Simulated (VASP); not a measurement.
# Pt2Se3 (P-3m1) in VASP: further runs

The runs below take Pt2Se3 through single point, relaxation of cell and atoms, with PBE.

All numbers are computed with VASP 6.6.1; they aren't measurements. Logs are shortened: lines on timing, memory, paths and dates and some standing lists are left out, and cuts for length are marked.

**1. The cell of the first run**

The structure is trigonal, space group P-3m1 (No. 164). Conventional cell: a = 4.290 Å, b = 4.290 Å, c = 6.674 Å, α = 90.00°, β = 90.00°, γ = 120.00°. Within 3.4 Å of Pt (site symmetry 3m) lie 7 Se at 2.58 to 2.97 Å. Within 3.9 Å of Se (site symmetry -3m) lie 6 Pt at 2.97 Å and 6 Se at 3.43 Å. Se (site symmetry 3m) has 4 Pt at 2.58 to 2.67 Å and 6 Se at 3.14 to 3.43 Å within 3.5 Å.

**2. Single point, PBE**

Input file INCAR:

```
ALGO = Normal ; EDIFF = 1E-6
ENCUT = 500 ; GGA = PE
GGA_COMPAT = False ; ISIF = 2
ISMEAR = 0 ; LASPH = True
LCHARG = False ; LREAL = False
LWAVE = False ; NBANDS = 27
NELM = 120 ; PREC = Accurate
SIGMA = 0.1
```

Input file KPOINTS:

```
k-points
0
Gamma
  6 6 4
```

Input file POSCAR:

```
Pt2Se3
1.0
    4.2899656333      0.0000000000      0.0000000000
   -2.1449828166      3.7152192198      0.0000000000
    0.0000000000      0.0000000000      6.6744896781
Pt Se
2 3
Direct
    0.3333333333      0.6666666667      0.2450000000
    0.6666666667      0.3333333333      0.7550000000
    0.0000000000      0.0000000000      0.0000000000
    0.3333333333      0.6666666667      0.6450000000
    0.6666666667      0.3333333333      0.3550000000
```

Potentials or basis: VASP PAW PBE potentials, release 64 (Pt, Se).

Started as:

```bash
$ cat potpaw_PBE.64/Pt/POTCAR potpaw_PBE.64/Se/POTCAR > POTCAR
$ mpirun -np 1 vasp_std > vasp.out
```

OUTCAR:

```text
EDIFF = 1E-6
   ENCUT = 500
   GGA = PE
   ISIF = 2
   ISMEAR = 0
   LASPH = True
   LREAL = False
   NELM = 120
   PREC = Accurate

 ion  position               nearest neighbor table
   1  0.333  0.667  0.245-   5 2.58   5 2.58   5 2.58   4 2.67   3 2.97   3 2.97   3 2.97
   2  0.667  0.333  0.755-   4 2.58   4 2.58   4 2.58   5 2.67   3 2.97   3 2.97   3 2.97
   3  0.000  0.000  0.000-   1 2.97   2 2.97   1 2.97   2 2.97   2 2.97   1 2.97
   4  0.333  0.667  0.645-   2 2.58   2 2.58   2 2.58   1 2.67
   5  0.667  0.333  0.355-   1 2.58   1 2.58   1 2.58   2 2.67

  LATTYP: Found a hexagonal cell.
 ALAT       =     4.2899656333
 C/A-ratio  =     1.5558375634

  Lattice vectors:

 A1 = (   4.2899656333,   0.0000000000,   0.0000000000)
 A2 = (  -2.1449828166,   3.7152192198,   0.0000000000)
 A3 = (   0.0000000000,   0.0000000000,   6.6744896781)

Analysis of symmetry for initial positions (statically):
=====================================================================
 Subroutine PRICEL returns:
 Original cell was already a primitive cell.

 Routine SETGRP: Setting up the symmetry group for a
 hexagonal supercell.

 Subroutine GETGRP returns: Found 12 space group operations
 (whereof 12 operations were pure point group operations)
 out of a pool of 24 trial point group operations.

The static configuration has the point symmetry D_3d.

Analysis of symmetry for dynamics (positions and initial velocities):
=====================================================================
 Subroutine PRICEL returns:
 Original cell was already a primitive cell.

 Routine SETGRP: Setting up the symmetry group for a
 hexagonal supercell.

 Subroutine GETGRP returns: Found 12 space group operations
 (whereof 12 operations were pure point group operations)
 out of a pool of 24 trial point group operations.

The dynamic configuration has the point symmetry D_3d.

 Subroutine INISYM returns: Found 12 space group operations
 (whereof 12 operations are pure point group operations),
 and found     1 'primitive' translations

----------------------------------------------------------------------------------------

                                     Primitive cell

  volume of cell :     106.3791

  direct lattice vectors                    reciprocal lattice vectors
     4.289965633  0.000000000  0.000000000     0.233102100  0.134581560  0.000000000
    -2.144982817  3.715219220  0.000000000     0.000000000  0.269163121  0.000000000
     0.000000000  0.000000000  6.674489678     0.000000000  0.000000000  0.149824189

  length of vectors
     4.289965633  4.289965633  6.674489678     0.269163121  0.269163121  0.149824189

  position of ions in fractional coordinates (direct lattice)
     0.333333333  0.666666667  0.245000000
     0.666666667  0.333333333  0.755000000
     0.000000000  0.000000000  0.000000000
     0.333333333  0.666666667  0.645000000
     0.666666667  0.333333333  0.355000000

  ion indices of the primitive-cell ions
   primitive index   ion index
                 1           1
                 2           2
                 3           3
                 4           4
                 5           5

----------------------------------------------------------------------------------------

 KPOINTS: k-points

Automatic generation of k-mesh.
 Grid dimensions read from file:
 generate k-points for:    6    6    4

 Generating k-lattice:

  Cartesian coordinates                     Fractional coordinates (reciprocal lattice)
     0.038850350  0.022430260  0.000000000     0.166666667  0.000000000  0.000000000
     0.000000000  0.044860520  0.000000000     0.000000000  0.166666667  0.000000000
     0.000000000  0.000000000  0.037456047     0.000000000  0.000000000  0.250000000

  Length of vectors
     0.044860520  0.044860520  0.037456047

  Shift w.r.t. Gamma in fractional coordinates (k-lattice)
     0.000000000  0.000000000  0.000000000

 Subroutine IBZKPT returns following result:
 ===========================================

 Found     24 irreducible k-points:

 Following reciprocal coordinates:
            Coordinates               Weight
  0.000000  0.000000  0.000000      1.000000
  0.166667  0.000000  0.000000      6.000000
  0.333333 -0.000000  0.000000      6.000000
  0.500000  0.000000  0.000000      3.000000
  0.166667  0.166667  0.000000      6.000000
  0.333333  0.166667  0.000000     12.000000
[... 16 lines left out ...]
  0.333333  0.166667  0.500000     12.000000
  0.333333  0.333333  0.500000      2.000000
   k-points           NKPTS =     24   k-points in BZ     NKDIM =     24   number of bands    NBANDS=     27
   number of dos      NEDOS =    301   number of ions     NIONS =      5
   total plane-waves  NPLWV =  51200
   dimension x,y,z NGX =    32 NGY =   32 NGZ =   50
   dimension x,y,z NGXF=    64 NGYF=   64 NGZF=  100
   ions per type =               2   3
   NGX,Y,Z   is equivalent  to a cutoff of  12.40, 12.40, 12.45 a.u.
   NGXF,Y,Z  is equivalent  to a cutoff of  24.80, 24.80, 24.91 a.u.
 SYSTEM =  unknown system
   PREC   = accura    normal or accurate (medium, high low for compatibility)
   ISTART =      0    job   : 0-new  1-cont  2-samecut
   ICHARG =      2    charge: 1-file 2-atom 10-const
   ISPIN  =      1    spin polarized calculation?
   LNONCOLLINEAR =      F non collinear calculations
   LSORBIT =      F    spin-orbit coupling
   LASPH  =      T    aspherical Exc in radial PAW
   ENCUT  =  500.0 eV  36.75 Ry    6.06 a.u.   7.82  7.82 12.17*2*pi/ulx,y,z
   NELM   =    120;   NELMIN=  2; NELMDL= -5     # of ELM steps
   EDIFF  = 0.1E-05   stopping-criterion for ELM
   LREAL  =      F    real-space projection
   EDIFFG = 0.1E-04   stopping-criterion for IOM
   NSW    =      0    number of steps for IOM
   IBRION =     -1    ionic relax: 0-MD 1-quasi-New 2-CG
   NFREE  =      0    steps in history (QN), initial steepest desc. (CG)
   ISIF   =      2    stress and relaxation
   ISYM   =      2    0-nonsym 1-usesym 2-fastsym
   POTIM  = 0.5000    time-step for ionic-motion
   TEBEG  =    0.0;   TEEND  =   0.0 temperature during run
   PSTRESS=    0.0 pullay stress
   NELECT =      38.0000    total number of electrons
   NUPDOWN=      -1.0000    fix difference up-down
   EMIN   =  10.00;   EMAX   =-10.00  energy-range for DOS
   EFERMI =   0.00;   METHOD = LEGACY
   ISMEAR =     0;   SIGMA  =   0.10  broadening in eV -4-tet -1-fermi 0-gaus
   EFERMI_NEDOS =   21; number of points for ismear=-14 and -15
   IALGO  =     38    algorithm
   IMIX   =      4    mixing-type and parameters
     AMIX     =   0.40;   BMIX     =  1.00
     AMIX_MAG =   1.60;   BMIX_MAG =  1.00
  volume/ion in A,a.u.               =      21.28       143.58
  Fermi-wavevector in a.u.,A,eV,Ry     =   1.161584  2.195075 18.358031  1.349277
  Thomas-Fermi vector in A             =   2.298154
   LORBIT       =      0    0 simple, 1 ext, 2 COOP (PROOUT), +10 PAW based schemes
   GGA     = PE    functional components
   LHFCALC =     F    Hartree Fock is set to
   AEXX    =    0.0000 exact exchange contribution
   IVDW    =     0    specifies the selected vdW correction
   LEPSILON=     F    determine dielectric tensor
   LRPA    =     F    only Hartree local field effects (RPA)
 non-spin polarized calculation
 Gauss-broadening in eV      SIGMA  =   0.10
  energy-cutoff  :      500.00
  volume of cell :      106.38
 maximum number of plane-waves:      2724
 NGX is ok and might be reduce to    32
   NGX = 15   NGY = 15   NGZ = 25

 number of electron      38.0000002 magnetization

 Free energy of the ion-electron system (eV)
  ---------------------------------------------------
  ext. energy  EPLUGINS =         0.00000000
  ---------------------------------------------------
  free energy    TOTEN  =       -22.45793988 eV

  energy without entropy =      -22.44625273  energy(sigma->0) =      -22.45209631

 E-fermi :   5.8691     XC(G=0): -10.5862

 val. band max:        5.8491907102   @ k =   0.1667   0.1667   0.5000
 cond. band min:       5.8944786558   @ k =   0.5000   0.0000   0.0000
 fundamental gap:      0.0452879456
 Fermi energy:         5.8691356520

 k-point     1 :       0.0000    0.0000    0.0000
  band No.  band energies     occupation
      1      -9.3243      2.00000
      2      -7.4601      2.00000
      3      -7.0631      2.00000
      4       0.2785      2.00000
      5       0.2785      2.00000
      6       0.4814      2.00000
[... 19 lines left out ...]
     26      11.8824      0.00000
     27      11.8824      0.00000

 k-point     2 :       0.1667    0.0000    0.0000
  band No.  band energies     occupation
      1      -9.1435      2.00000
      2      -7.4598      2.00000
      3      -7.0667      2.00000
      4      -0.3734      2.00000
      5       0.2108      2.00000
      6       0.3056      2.00000
[... 19 lines left out ...]
     26      11.7471      0.00000
     27      12.1541      0.00000

 k-point     3 :       0.3333   -0.0000    0.0000
  band No.  band energies     occupation
      1      -8.6817      2.00000
      2      -7.5520      2.00000
      3      -7.0821      2.00000
      4      -0.7494      2.00000
      5       0.1901      2.00000
      6       0.3683      2.00000
[... 19 lines left out ...]
     26      12.8302      0.00000
     27      12.8934      0.00000

 k-point     4 :       0.5000    0.0000    0.0000
  band No.  band energies     occupation
      1      -8.3070      2.00000
      2      -7.7391      2.00000
      3      -7.0952      2.00000
      4      -0.6386      2.00000
      5       0.0852      2.00000
      6       0.3480      2.00000
[... 19 lines left out ...]
     26      14.0226      0.00000
     27      14.0250      0.00000

 k-point     5 :       0.1667    0.1667    0.0000
  band No.  band energies     occupation
      1      -8.8193      2.00000
      2      -7.5077      2.00000
      3      -7.0750      2.00000
      4      -0.6422      2.00000
      5       0.0020      2.00000
      6       0.4000      2.00000
[... 19 lines left out ...]
     26      12.8717      0.00000
     27      13.6278      0.00000

 k-point     6 :       0.3333    0.1667    0.0000
  band No.  band energies     occupation
      1      -8.3398      2.00000
      2      -7.7018      2.00000
      3      -7.0906      2.00000
      4      -0.5492      2.00000
      5       0.0276      2.00000
      6       0.3920      2.00000
[... 444 lines left out ...]
      1      -8.2785      2.00000
      2      -7.7035      2.00000
      3      -7.1433      2.00000
      4      -1.3607      2.00000
      5       0.3172      2.00000
      6       0.3847      2.00000
[... 19 lines left out ...]
     26      13.5004      0.00000
     27      13.7171      0.00000

 k-point    22 :       0.1667    0.1667    0.5000
  band No.  band energies     occupation
      1      -8.6735      2.00000
      2      -7.8551      2.00000
      3      -6.8795      2.00000
      4      -0.2034      2.00000
      5      -0.0733      2.00000
      6       0.1586      2.00000
[... 19 lines left out ...]
     26      11.7055      0.00000
     27      12.7561      0.00000

 k-point    23 :       0.3333    0.1667    0.5000
  band No.  band energies     occupation
      1      -8.2843      2.00000
      2      -7.7316      2.00000
      3      -7.1016      2.00000
      4      -1.0371      2.00000
      5      -0.1440      2.00000
      6       0.1391      2.00000
[... 19 lines left out ...]
     26      12.7239      0.00000
     27      12.8620      0.00000

 k-point    24 :       0.3333    0.3333    0.5000
  band No.  band energies     occupation
      1      -7.9528      2.00000
      2      -7.9528      2.00000
      3      -7.0934      2.00000
      4      -0.7185      2.00000
      5      -0.7185      2.00000
      6      -0.1683      2.00000
[... 19 lines left out ...]
     26      12.9685      0.00000
     27      13.1381      0.00000

------------------------ aborting loop because EDIFF is reached ----------------------------------------

  FORCE on cell =-STRESS in cart. coord.  units (eV):
  Direction    XX          YY          ZZ          XY          YZ          ZX
  --------------------------------------------------------------------------------------
  -------------------------------------------------------------------------------------
  Total       -4.0392034     -4.0392034     -2.5714373     -0.0000000      0.0000000      0.0000000
  in kB      -60.8345050    -60.8345050    -38.7284576     -0.0000000      0.0000000      0.0000000
  external PRESSURE =     -53.4658225 kB  Pullay stress =       0.0000000 kB

 VOLUME and BASIS-vectors are now :
 -----------------------------------------------------------------------------
  energy-cutoff  :      500.00
  volume of cell :      106.38
      direct lattice vectors                 reciprocal lattice vectors
     4.289965633  0.000000000  0.000000000     0.233102100  0.134581560  0.000000000
    -2.144982817  3.715219220  0.000000000     0.000000000  0.269163121  0.000000000
     0.000000000  0.000000000  6.674489678     0.000000000  0.000000000  0.149824189

 POSITION                                       TOTAL-FORCE (eV/Angst)
 -----------------------------------------------------------------------------------
     -0.00000      2.47681      1.63525        -0.000000      0.000000     -0.355792
      2.14498      1.23841      5.03924         0.000000     -0.000000      0.355792
      0.00000      0.00000      0.00000         0.000000      0.000000      0.000000
     -0.00000      2.47681      4.30505         0.000000      0.000000      0.683073
      2.14498      1.23841      2.36944         0.000000      0.000000     -0.683073
 -----------------------------------------------------------------------------------
    total drift:                               -0.000000      0.000000      0.000000

  FREE ENERGIE OF THE ION-ELECTRON SYSTEM (eV)
  ---------------------------------------------------
  free  energy   TOTEN  =       -22.4579398798 eV

  energy  without entropy=      -22.4462527346  energy(sigma->0) =      -22.45209631
```

Wall time 96 s (1 thread of Intel Xeon 8259CL, shared host); peak memory 0.25 GiB.

Results:

* Free energy: -22.4579 eV
* Pressure: -5.3 GPa
* Largest force: 0.683 eV/Å
* Band gap on the k mesh: zero (bands 19 and 20 overlap by 1.55 eV)

Forces on the atoms (eV/Å):
```
Pt   0.000  0.000 -0.356
Pt   0.000  0.000  0.356
Se   0.000  0.000  0.000
Se   0.000  0.000  0.683
Se   0.000  0.000 -0.683
```

Caveat: the cell stands under tension; spin-orbit coupling is left out, which moves the levels of the heavy elements.

(Continued in part 2 of 2.)

The gap in the log of VASP goes by the Fermi energy; the results here count the filled bands.